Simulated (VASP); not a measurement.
**MgAl7N8 (a cell with a defect): relaxation of the atoms with PBE**

The system is MgAl7N8 (a cell with a defect).

```
CELL_PARAMETERS angstrom
0.00000 0.00000 5.01796
-3.13025 -5.42174 0.00000
6.26049 0.00000 0.00000
ATOMIC_POSITIONS crystal
Mg 0.99328 0.16340 0.83305
Al 0.00072 0.16329 0.33285
Al 0.00072 0.66692 0.83645
Al 0.00071 0.66696 0.33285
Al 0.49787 0.33409 0.17079
Al 0.49790 0.33407 0.66572
Al 0.49793 0.83238 0.16737
Al 0.49789 0.82903 0.66571
N 0.40760 0.16491 0.83449
N 0.37758 0.16375 0.33309
N 0.37759 0.66670 0.83602
N 0.37758 0.66673 0.33308
N 0.87617 0.34554 0.19368
N 0.87162 0.34247 0.65709
N 0.87858 0.83238 0.16737
N 0.87346 0.80783 0.65556
```

```
Program                : VASP 6.6.1
Task                   : relaxation of the atoms
Functional             : PBE
Potentials or basis    : VASP PAW PBE potentials, release 64 (Mg, Al, N)
Cutoff                 : 520 eV
k mesh                 : 2 × 2 × 2
Occupations            : gaussian, width 0.01 eV
Spin                   : no spin polarisation
Dipole correction      : no
Charge                 : -1
Further INCAR settings : LREAL = Auto; ALGO = Normal; EDIFF = 1e-06; IBRION = 2; EDIFFG = -0.025; NSW = 65; NELECT = 64.0
```

* Energy gained by relaxing: 9.9 meV/atom
* Ionic steps: 10
* Largest force after relaxing: 0.011 eV/Å

Forces on the atoms (eV/Å):
```
Mg  -0.004 -0.003 -0.007
Al  -0.001 -0.004 -0.002
Al  -0.004  0.001  0.001
Al   0.005  0.002  0.001
Al   0.003  0.001 -0.002
Al  -0.006 -0.003 -0.003
Al   0.005  0.003 -0.010
Al   0.001  0.002 -0.002
N    0.000 -0.001  0.011
N   -0.001  0.003  0.002
N    0.003 -0.001  0.001
N    0.004  0.005  0.003
N   -0.001  0.001  0.003
N   -0.005 -0.004  0.001
N    0.000  0.001  0.001
N    0.001 -0.002  0.003
```

The path:
| step | energy change (eV) | largest force (eV/Å) | pressure (GPa) |
| --- | --- | --- | --- |
| 1 | 0.0000 | 1.3140 | 13.89 |
| 2 | -0.1305 | 0.5580 | 14.31 |
| 3 | -0.1464 | 0.2896 | 14.16 |
| 4 | -0.1564 | 0.1708 | 14.06 |
| 5 | -0.1564 | 0.1713 | 14.05 |
| 6 | -0.1580 | 0.0791 | 14.05 |
| 7 | -0.1582 | 0.0500 | 14.05 |
| 8 | -0.1587 | 0.0384 | 14.06 |
| 9 | -0.1587 | 0.0409 | 14.06 |
| 10 | -0.1589 | 0.0114 | 14.06 |

Final structure:
```
CELL_PARAMETERS angstrom
0.00000 0.00000 5.01796
-3.13025 -5.42174 0.00000
6.26049 0.00000 0.00000
ATOMIC_POSITIONS crystal
Mg 0.99603 0.16528 0.83438
Al 0.99480 0.17009 0.33664
Al 0.99474 0.66303 0.82963
Al 0.99475 0.66321 0.33651
Al 0.50321 0.33228 0.16774
Al 0.50327 0.33208 0.66766
Al 0.49635 0.83226 0.16754
Al 0.50321 0.83197 0.66749
N 0.40690 0.16539 0.83433
N 0.37697 0.16432 0.33372
N 0.37696 0.66603 0.83546
N 0.37692 0.66623 0.33356
N 0.87498 0.34109 0.18552
N 0.87505 0.34086 0.65880
N 0.87811 0.83218 0.16757
N 0.87497 0.81415 0.65862
```

Levels at points of the mesh, in eV from the Fermi level:
| k point | band 30 | band 31 | band 32 | band 33 | band 34 | band 35 |
| --- | --- | --- | --- | --- | --- | --- |
| (0.00, 0.00, 0.00) | -0.29 | -0.11 | -0.11 | 3.73 | 5.16 | 5.16 |
| (0.50, 0.00, 0.00) | -0.96 | -0.22 | -0.22 | 4.79 | 4.79 | 4.86 |
| (0.00, 0.50, 0.00) | -0.76 | -0.50 | -0.18 | 5.35 | 5.46 | 5.62 |
| (0.00, 0.00, 0.50) | -0.76 | -0.50 | -0.18 | 5.35 | 5.46 | 5.62 |
| (0.00, 0.50, 0.50) | -0.76 | -0.50 | -0.18 | 5.35 | 5.46 | 5.62 |
| (0.50, 0.50, 0.00) | -1.25 | -0.40 | -0.33 | 5.94 | 6.05 | 6.06 |
| (0.50, 0.00, 0.50) | -1.25 | -0.40 | -0.33 | 5.94 | 6.05 | 6.06 |
| (0.50, 0.50, 0.50) | -1.25 | -0.40 | -0.34 | 5.94 | 6.05 | 6.06 |

Wall time 7.4 min on 1 thread of Intel(R) Xeon(R) Platinum 8259CL CPU @ 2.50GHz (Skylake/Cascade Lake) (shared host), peak memory 0.32 GiB.

Caveat: the k points lie up to 0.63 Å⁻¹ apart; the cell carries a net charge on a neutralising background, which shifts energy and pressure; the cell is charged against a uniform background, so pressure and absolute levels hang on convention.
